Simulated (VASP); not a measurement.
# HgTe in VASP: further runs, part 2 of 2

VASP 6.6.1. Earlier steps stand in the parts before.

**6. Single point, PBE (z stretched by +3 %, then relaxed in part)**

INCAR

```
PREC = Accurate
ENCUT = 520
EDIFF = 1E-7
ISMEAR = -1
SIGMA = 0.05
LREAL = F
LASPH = T
NELM = 100
ALGO = Normal
ISIF = 2
LWAVE = F
LCHARG = F
GGA = PE
NBANDS = 16
```

KPOINTS

```
regular mesh
0
Gamma
  14 14 14
```

POSCAR

```
HgTe
1.0
    0.0000000000      2.9215000000      3.0091450000
    2.9215000000      0.0000000000      3.0091450000
    2.9215000000      2.9215000000      0.0000000000
Hg Te
1 1
Direct
    0.0000000000      0.0000000000      0.0000000000
    0.5000000000      0.5000000000      0.5000000000
```

Potentials or basis: VASP PAW PBE potentials, release 64 (Hg, Te).

Run with:

```sh
$ cat potpaw_PBE.64/Hg/POTCAR potpaw_PBE.64/Te/POTCAR > POTCAR
$ mpirun -np 1 vasp_std > vasp.out
```

OUTCAR:

```text
PREC = Accurate
   ENCUT = 520
   EDIFF = 1E-7
   ISMEAR = -1
   LREAL = F
   LASPH = T
   NELM = 100
   ISIF = 2
   GGA = PE

 ion  position               nearest neighbor table
   1  0.000  0.000  0.000-   2 2.92   2 2.92   2 2.92   2 2.92   2 3.01   2 3.01
   2  0.500  0.500  0.500-   1 2.92   1 2.92   1 2.92   1 2.92   1 3.01   1 3.01

  LATTYP: Found a body centered tetragonal cell.
 ALAT       =     4.1316249225
 C/A-ratio  =     1.4566399692

  Lattice vectors:

 A1 = (  -2.9215000000,   0.0000000000,   3.0091450000)
 A2 = (   2.9215000000,   0.0000000000,   3.0091450000)
 A3 = (   0.0000000000,   2.9215000000,  -3.0091450000)

Analysis of symmetry for initial positions (statically):
=====================================================================
 Subroutine PRICEL returns:
 Original cell was already a primitive cell.

 Routine SETGRP: Setting up the symmetry group for a
 body centered tetragonal supercell.

 Subroutine GETGRP returns: Found 16 space group operations
 (whereof 16 operations were pure point group operations)
 out of a pool of 16 trial point group operations.

The static configuration has the point symmetry D_4h.

Analysis of symmetry for dynamics (positions and initial velocities):
=====================================================================
 Subroutine PRICEL returns:
 Original cell was already a primitive cell.

 Routine SETGRP: Setting up the symmetry group for a
 body centered tetragonal supercell.

 Subroutine GETGRP returns: Found 16 space group operations
 (whereof 16 operations were pure point group operations)
 out of a pool of 16 trial point group operations.

The dynamic configuration has the point symmetry D_4h.

 Subroutine INISYM returns: Found 16 space group operations
 (whereof 16 operations are pure point group operations),
 and found     1 'primitive' translations

----------------------------------------------------------------------------------------

                                     Primitive cell

  volume of cell :      51.3671

  direct lattice vectors                    reciprocal lattice vectors
     0.000000000  2.921500000  3.009145000    -0.171144960  0.171144960  0.166160155
     2.921500000  0.000000000  3.009145000     0.171144960 -0.171144960  0.166160155
     2.921500000  2.921500000  0.000000000     0.171144960  0.171144960 -0.166160155

  length of vectors
     4.194057210  4.194057210  4.131624922     0.293582002  0.293582002  0.293582002

  position of ions in fractional coordinates (direct lattice)
     0.000000000  0.000000000  0.000000000
     0.500000000  0.500000000  0.500000000

  ion indices of the primitive-cell ions
   primitive index   ion index
                 1           1
                 2           2

----------------------------------------------------------------------------------------

 KPOINTS: regular mesh

Automatic generation of k-mesh.
 Grid dimensions read from file:
 generate k-points for:   14   14   14

 Generating k-lattice:

  Cartesian coordinates                     Fractional coordinates (reciprocal lattice)
    -0.012224640  0.012224640  0.011868583     0.071428571 -0.000000000  0.000000000
     0.012224640 -0.012224640  0.011868583    -0.000000000  0.071428571  0.000000000
     0.012224640  0.012224640 -0.011868583     0.000000000  0.000000000  0.071428571

  Length of vectors
     0.020970143  0.020970143  0.020970143

  Shift w.r.t. Gamma in fractional coordinates (k-lattice)
     0.000000000  0.000000000  0.000000000

 Subroutine IBZKPT returns following result:
 ===========================================

 Found    244 irreducible k-points:

 Following reciprocal coordinates:
            Coordinates               Weight
  0.000000  0.000000  0.000000      1.000000
  0.071429  0.000000  0.000000      8.000000
  0.142857 -0.000000  0.000000      8.000000
  0.214286 -0.000000  0.000000      8.000000
  0.285714 -0.000000  0.000000      8.000000
  0.357143  0.000000  0.000000      8.000000
[... 16 lines left out ...]
  0.214286  0.142857  0.000000      8.000000
  0.285714  0.142857  0.000000      8.000000
 [... further k-points ...]
   k-points           NKPTS =    244   k-points in BZ     NKDIM =    244   number of bands    NBANDS=     16
   number of dos      NEDOS =    301   number of ions     NIONS =      2
   total plane-waves  NPLWV =  32768
   dimension x,y,z NGX =    32 NGY =   32 NGZ =   32
   dimension x,y,z NGXF=    64 NGYF=   64 NGZF=   64
   ions per type =               1   1
   NGX,Y,Z   is equivalent  to a cutoff of  12.68, 12.68, 12.88 a.u.
   NGXF,Y,Z  is equivalent  to a cutoff of  25.37, 25.37, 25.75 a.u.
 SYSTEM =  unknown system
   PREC   = accura    normal or accurate (medium, high low for compatibility)
   ISTART =      0    job   : 0-new  1-cont  2-samecut
   ICHARG =      2    charge: 1-file 2-atom 10-const
   ISPIN  =      1    spin polarized calculation?
   LNONCOLLINEAR =      F non collinear calculations
   LSORBIT =      F    spin-orbit coupling
   LASPH  =      T    aspherical Exc in radial PAW
   ENCUT  =  520.0 eV  38.22 Ry    6.18 a.u.   7.80  7.80  7.68*2*pi/ulx,y,z
   NELM   =    100;   NELMIN=  2; NELMDL= -5     # of ELM steps
   EDIFF  = 0.1E-06   stopping-criterion for ELM
   LREAL  =      F    real-space projection
   EDIFFG = 0.1E-05   stopping-criterion for IOM
   NSW    =      0    number of steps for IOM
   IBRION =     -1    ionic relax: 0-MD 1-quasi-New 2-CG
   NFREE  =      0    steps in history (QN), initial steepest desc. (CG)
   ISIF   =      2    stress and relaxation
   ISYM   =      2    0-nonsym 1-usesym 2-fastsym
   POTIM  = 0.5000    time-step for ionic-motion
   TEBEG  =    0.0;   TEEND  =   0.0 temperature during run
   PSTRESS=    0.0 pullay stress
   NELECT =      18.0000    total number of electrons
   NUPDOWN=      -1.0000    fix difference up-down
   EMIN   =  10.00;   EMAX   =-10.00  energy-range for DOS
   EFERMI =   0.00;   METHOD = LEGACY
   ISMEAR =    -1;   SIGMA  =   0.05  broadening in eV -4-tet -1-fermi 0-gaus
   EFERMI_NEDOS =   21; number of points for ismear=-14 and -15
   IALGO  =     38    algorithm
   IMIX   =      4    mixing-type and parameters
     AMIX     =   0.40;   BMIX     =  1.00
     AMIX_MAG =   1.60;   BMIX_MAG =  1.00
  volume/ion in A,a.u.               =      25.68       173.32
  Fermi-wavevector in a.u.,A,eV,Ry     =   1.154172  2.181070 18.124512  1.332114
  Thomas-Fermi vector in A             =   2.290811
   LORBIT       =      0    0 simple, 1 ext, 2 COOP (PROOUT), +10 PAW based schemes
   GGA     = PE    functional components
   LHFCALC =     F    Hartree Fock is set to
   AEXX    =    0.0000 exact exchange contribution
   IVDW    =     0    specifies the selected vdW correction
   LEPSILON=     F    determine dielectric tensor
   LRPA    =     F    only Hartree local field effects (RPA)
 non-spin polarized calculation
  energy-cutoff  :      520.00
  volume of cell :       51.37
 maximum number of plane-waves:      1397
   NGX = 15   NGY = 15   NGZ = 15

 number of electron      17.9999997 magnetization

 Free energy of the ion-electron system (eV)
  ---------------------------------------------------
  ext. energy  EPLUGINS =         0.00000000
  ---------------------------------------------------
  free energy    TOTEN  =        -3.19468770 eV

  energy without entropy =       -3.18576430  energy(sigma->0) =       -3.19022600

 E-fermi :   5.5817     XC(G=0): -10.3570

 val. band max:        5.5810467277   @ k =  -0.4286   0.1429   0.0000
 cond. band min:       5.5871905596   @ k =  -0.2143   0.1429   0.0714
 fundamental gap:      0.0061438320
 Fermi energy:         5.5816597624

 k-point     1 :       0.0000    0.0000    0.0000
  band No.  band energies     occupation
      1      -7.2206      2.00000
      2      -1.5829      2.00000
      3      -1.5460      2.00000
      4      -1.5226      2.00000
      5      -1.4631      2.00000
      6      -1.4631      2.00000
[... 8 lines left out ...]
     15      13.5752      0.00000
     16      13.8466      0.00000
[... 419 lines left out ...]
 k-point    24 :       0.2857    0.1429    0.0000
  band No.  band energies     occupation
      1      -6.5787      2.00000
      2      -1.8225      2.00000
      3      -1.6678      2.00000
      4      -1.6202      2.00000
      5      -1.3761      2.00000
      6      -1.3404      2.00000
[... 8 lines left out ...]
     15      15.3045      0.00000
     16      15.8373      0.00000

 [... further k-points ...]

------------------------ aborting loop because EDIFF is reached ----------------------------------------

  FORCE on cell =-STRESS in cart. coord.  units (eV):
  Direction    XX          YY          ZZ          XY          YZ          ZX
  --------------------------------------------------------------------------------------
  -------------------------------------------------------------------------------------
  Total        2.8767212      2.8767212      2.0142035      0.0000000      0.0000000     -0.0000000
  in kB       89.7270660     89.7270660     62.8244994      0.0000000      0.0000000     -0.0000000
  external PRESSURE =      80.7595438 kB  Pullay stress =       0.0000000 kB

 VOLUME and BASIS-vectors are now :
 -----------------------------------------------------------------------------
  energy-cutoff  :      520.00
  volume of cell :       51.37
      direct lattice vectors                 reciprocal lattice vectors
     0.000000000  2.921500000  3.009145000    -0.171144960  0.171144960  0.166160155
     2.921500000  0.000000000  3.009145000     0.171144960 -0.171144960  0.166160155
     2.921500000  2.921500000  0.000000000     0.171144960  0.171144960 -0.166160155

 POSITION                                       TOTAL-FORCE (eV/Angst)
 -----------------------------------------------------------------------------------
      0.00000      0.00000      0.00000         0.000000      0.000000     -0.000000
      2.92150      2.92150      3.00915        -0.000000     -0.000000      0.000000
 -----------------------------------------------------------------------------------
    total drift:                                0.000000     -0.000000     -0.000000

  FREE ENERGIE OF THE ION-ELECTRON SYSTEM (eV)
  ---------------------------------------------------
  free  energy   TOTEN  =        -3.1946877023 eV

  energy  without entropy=       -3.1857643018  energy(sigma->0) =       -3.19022600
```

OSZICAR:

```text
N       E                     dE             d eps       ncg     rms          rms(c)
DAV:   1     0.104991435396E+03    0.10499E+03   -0.84401E+03  7952   0.101E+03
DAV:   2    -0.174979534665E+00   -0.10517E+03   -0.98192E+02  9024   0.235E+02
DAV:   3    -0.339047949052E+01   -0.32155E+01   -0.32028E+01  9896   0.422E+01
DAV:   4    -0.341170718195E+01   -0.21228E-01   -0.21226E-01  9960   0.329E+00
DAV:   5    -0.341203072554E+01   -0.32354E-03   -0.32354E-03 10272   0.359E-01    0.921E+00
DAV:   6    -0.320149600253E+01    0.21053E+00   -0.41361E-01  9672   0.880E+00    0.698E+00
DAV:   7    -0.319557861736E+01    0.59174E-02   -0.78953E-02  9472   0.198E+00    0.231E+00
DAV:   8    -0.319470898672E+01    0.86963E-03   -0.80363E-03  8864   0.104E+00    0.537E-01
DAV:   9    -0.319467006747E+01    0.38919E-04   -0.50411E-04 10216   0.255E-01    0.912E-02
DAV:  10    -0.319468293081E+01   -0.12863E-04   -0.51457E-05  9824   0.620E-02    0.396E-02
DAV:  11    -0.319468847849E+01   -0.55477E-05   -0.11475E-05  9872   0.265E-02    0.246E-02
DAV:  12    -0.319468774817E+01    0.73033E-06   -0.16057E-06  8632   0.965E-03    0.106E-02
DAV:  13    -0.319468770229E+01    0.45881E-07   -0.14280E-07  9632   0.230E-03
   1 F= -.31946877E+01 E0= -.31902260E+01  d E =-.892340E-02
```

stdout:

```text
POSCAR found type information on POSCAR HgTe
 POSCAR found :  2 types and       2 ions
 scaLAPACK will be used
 LDA part: xc-table for (Slater+PW92), standard interpolation
 POSCAR, INCAR and KPOINTS ok, starting setup
 FFT: planning ... GRIDC
 FFT: planning ... GRID_SOFT
 FFT: planning ... GRID
 WAVECAR not read
 entering main loop
```

Wall time 64 s (1 thread of Intel Xeon Platinum 8559C (Emerald Rapids), shared host); peak memory 0.34 GiB.

What came out:

```yaml
Free_energy: -3.1947 eV
Pressure: 8.1 GPa
Band_gap_on_the_k_mesh: zero (bands 9 and 10 overlap by 3.10 eV)
```

Levels at points of the mesh, in eV from the Fermi level:
```csv
k point,band 5,band 6,band 7,band 8,band 9,band 10,band 11,band 12,band 13,band 14
"(0.00, 0.00, 0.00)",-7.04,-7.04,-0.94,-0.94,-0.72,-0.51,7.49,7.62,7.73,7.73
"(0.50, 0.00, 0.00)",-6.86,-6.85,-5.95,0.26,0.49,2.48,3.70,3.92,4.22,10.73
"(0.50, 0.50, 0.00)",-6.74,-6.01,-4.95,-2.74,-2.62,-2.62,4.80,9.79,9.79,10.23
"(0.50, 0.00, 0.50)",-6.75,-5.94,-4.98,-2.97,-2.89,-2.57,4.64,9.24,10.12,10.37
```

Caveat: the cell differs from its parent crystal (z stretched by +3 %, then relaxed in part); the cell stands under pressure; spin-orbit coupling is left out, which moves the levels of the heavy elements.

**7. Summary**

```csv
task,cell,gap on the mesh (eV),pressure (GPa)
relaxation of the atoms,"atoms relaxed from a = 4.132 Å, angles 60.0°, 2 atoms",none,10.7
single point,"a = 4.111, b = 4.111, c = 4.132 Å, angles 59.8, 59.8, 60.3°, 2 atoms",none,11.7
single point,"a = 4.152, b = 4.152, c = 4.132 Å, angles 60.2, 60.2, 59.7°, 2 atoms",none,9.7
single point,"a = 4.173, b = 4.173, c = 4.132 Å, angles 60.3, 60.3, 59.3°, 2 atoms",none,8.9
single point,"a = 4.194, b = 4.194, c = 4.132 Å, angles 60.5, 60.5, 59.0°, 2 atoms",none,8.1
```

Alike in all rows: level PBE; potentials or basis VASP PAW PBE potentials, release 64 (Hg, Te); no spin polarisation; k mesh 14 × 14 × 14; cutoff (eV) 520; smearing fermi-dirac 0.05 eV.

Caveats: spin-orbit coupling is left out, which moves the levels of the heavy elements; the cell stands under pressure (at least some runs); the relaxation stopped at its first step, so nothing moved (at least some runs).

Total energies depend on the potentials used, so only differences within one code and one set of settings carry meaning.
